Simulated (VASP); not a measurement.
CdS:

```xyz
2
Lattice="0.0000 2.9165 2.9165 2.9165 0.0000 2.9165 2.9165 2.9165 0.0000" Properties=species:S:1:pos:R:3 pbc="T T T"
Cd    0.0000    0.0000    0.0000
S     4.3748    4.3748    4.3748
```

| Item | Value |
| --- | --- |
| Program | VASP 6.6.1 |
| Task | relaxation of cell and atoms |
| Functional | RPBE |
| Dispersion | D3(BJ) |
| Potentials or basis | VASP PAW PBE potentials, release 64 (Cd, S) |
| Cutoff | 600 eV |
| k mesh | 8 × 8 × 8 |
| Occupations | fermi-dirac, width 0.05 eV |
| Spin | no spin polarisation |

At the start: pressure -3.4 GPa; volume 24.81 Å³/atom.

Question: Where does the relaxation end?

Answer: Over 3 steps the energy falls by 15.2 meV/atom and the volume is 23.46 Å³/atom (-5.4 %); space group F-43m (No. 216, to 0.1 Å) before and after.

Step by step:
| step | energy change (eV) | largest force (eV/Å) | pressure (GPa) | volume (Å³) |
| --- | --- | --- | --- | --- |
| 1 | 0.0000 | 0.0000 | -3.42 | 49.62 |
| 2 | -0.0255 | 0.0000 | 1.59 | 45.91 |
| 3 | -0.0303 | 0.0000 | 0.00 | 46.91 |

Final structure:
```
Cd S
1.0
     0.00000    2.86255    2.86255
     2.86255    0.00000    2.86255
     2.86255    2.86255    0.00000
Cd S
1 1
Direct
  0.00000 0.00000 0.00000
  0.75000 0.75000 0.75000
```

Caveat: the dispersion term is far too large for a dense solid, which distorts pressure and volume; the PAW data sets were made with another functional, which shifts forces and pressure a little.
